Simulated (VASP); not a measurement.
Runs of VASP 6.6.1 on Au. The structure is that of space group P6_3/mmc (No. 194), or close to it. The cells are those of the table. This isn't the form of Au at room conditions, which is fcc.

```csv
cell,gap on the mesh (eV),pressure (GPa)
"a = 2.943, b = 2.943, c = 4.807 Å, angles 90.0, 90.0, 120.0°, 2 atoms",none,-3.3
"a = 2.856, b = 2.856, c = 5.026 Å, angles 90.0, 90.0, 120.0°, 2 atoms",none,(a)
"a = 2.900, b = 2.900, c = 4.953 Å, angles 90.0, 90.0, 120.0°, 2 atoms",none,-3.2
"a = 2.856, b = 2.856, c = 4.953 Å, angles 90.0, 90.0, 120.0°, 2 atoms",none,(b)
"a = 2.943, b = 2.943, c = 4.734 Å, angles 90.0, 90.0, 120.0°, 2 atoms",none,-1.1
```

Alike in all rows: task single point; level r2SCAN; potentials or basis VASP PAW PBE potentials, release 64 (Au); no spin polarisation; k mesh 18 × 18 × 10; cutoff (eV) 520; smearing gaussian 0.15 eV.

Q: Fill in the values left out.

A: (a) -0.5; (b) 1.4.

Caveats: the PAW data sets were made with another functional, which shifts forces and pressure a little; spin-orbit coupling is left out, which moves the levels of the heavy elements; the cell stands under tension (at least some runs).

A k mesh can miss the band edges, and the runs leave out spin-orbit coupling on Au.

A gap of «none» marks levels without a gap at the run's occupations.
